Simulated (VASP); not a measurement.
The system is Nb3Sn.

```xyz
8
Lattice="5.2821 0.0000 0.0000 0.0000 5.2821 0.0000 0.0000 0.0000 5.2821" Properties=species:S:1:pos:R:3 pbc="T T T"
Nb    1.3205    0.0000    2.6410
Nb    2.6410    3.9616    0.0000
Nb    3.9616    0.0000    2.6410
Nb    2.6410    1.3205    0.0000
Nb    0.0000    2.6410    3.9616
Nb    0.0000    2.6410    1.3205
Sn    0.0000    0.0000    0.0000
Sn    2.6410    2.6410    2.6410
```

- Program: VASP 6.6.1
- Task: relaxation of cell and atoms
- Functional: LDA
- Potentials or basis: VASP PAW LDA potentials, release 64 (Nb_sv, Sn_d)
- Cutoff: 600 eV
- k mesh: 5 × 5 × 5
- Occupations: fermi-dirac, width 0.05 eV
- Spin: no spin polarisation

At the start: pressure -5.8 GPa; volume 18.42 Å³/atom.

How do energy, volume and symmetry change on relaxing?

Over 3 steps the energy falls by 11.5 meV/atom and the volume is 17.83 Å³/atom (-3.2 %); space group Pm-3n (No. 223, to 0.1 Å) before and after.

The path:
| step | energy change (eV) | largest force (eV/Å) | pressure (GPa) | volume (Å³) |
| --- | --- | --- | --- | --- |
| 1 | 0.0000 | 0.0000 | -5.85 | 147.37 |
| 2 | 0.2803 | 0.0000 | 14.01 | 133.49 |
| 3 | -0.0916 | 0.0000 | -0.14 | 142.60 |

Final structure:
```
CELL_PARAMETERS angstrom
5.22445 0.00000 0.00000
0.00000 5.22445 0.00000
0.00000 0.00000 5.22445
ATOMIC_POSITIONS crystal
Nb 0.25000 0.00000 0.50000
Nb 0.50000 0.75000 0.00000
Nb 0.75000 0.00000 0.50000
Nb 0.50000 0.25000 0.00000
Nb 0.00000 0.50000 0.75000
Nb 0.00000 0.50000 0.25000
Sn 0.00000 0.00000 0.00000
Sn 0.50000 0.50000 0.50000
```
